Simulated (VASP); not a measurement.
# CdSe: single point with r2SCAN

CdSe:

```
CELL_PARAMETERS angstrom
4.29732 0.00000 0.00000
-2.14866 3.72159 0.00000
0.00000 0.00000 7.00588
ATOMIC_POSITIONS crystal
Cd 0.33333 0.66667 0.99952
Cd 0.66667 0.33333 0.49952
Se 0.33333 0.66667 0.37548
Se 0.66667 0.33333 0.87548
```

This cell differs from its parent crystal: strain -1.0%.

```json
{"Program": "VASP 6.6.1", "Task": "single point", "Functional": "r2SCAN", "Potentials or basis": "VASP PAW PBE potentials, release 64 (Cd, Se)", "Cutoff": "550 eV", "k mesh": "12 × 12 × 4", "Occupations": "gaussian, width 0.01 eV", "Spin": "no spin polarisation", "Dipole correction": "no", "Further INCAR settings": "ALGO = Normal; EDIFF = 1e-06; NBANDS = 26"}
```

| Quantity | Value |
| --- | --- |
| Pressure | 1.9 GPa |
| Band gap on the k mesh | 1.17 eV |

Forces in eV/Å, atoms in the order of the input:
```
Cd   0.000  0.000  0.002
Cd   0.000  0.000  0.002
Se   0.000  0.000 -0.002
Se   0.000  0.000 -0.002
```

Levels at points of the mesh, in eV from the valence-band top:
```csv
k point,band 15,band 16,band 17,band 18,band 19,band 20,band 21,band 22
"(0.00, 0.00, 0.00)",-0.78,-0.05,0.00,0.00,1.17,2.67,6.38,6.38
"(0.50, 0.00, 0.00)",-2.71,-1.91,-1.36,-0.77,3.70,3.71,5.09,6.67
"(0.00, 0.00, 0.50)",-0.41,-0.41,-0.41,-0.41,2.85,2.85,6.32,6.32
"(0.50, 0.00, 0.50)",-1.39,-1.39,-1.38,-1.38,3.35,3.35,5.28,5.28
```

Run time: 20 min on 1 thread of Oxide Virtual Turin-like Processor, on a shared host, peak memory 0.34 GiB.

Caveat: the cell differs from its parent crystal (strain -1.0%); the PAW data sets were made with another functional, which shifts forces and pressure a little. A k mesh can miss the band edges.
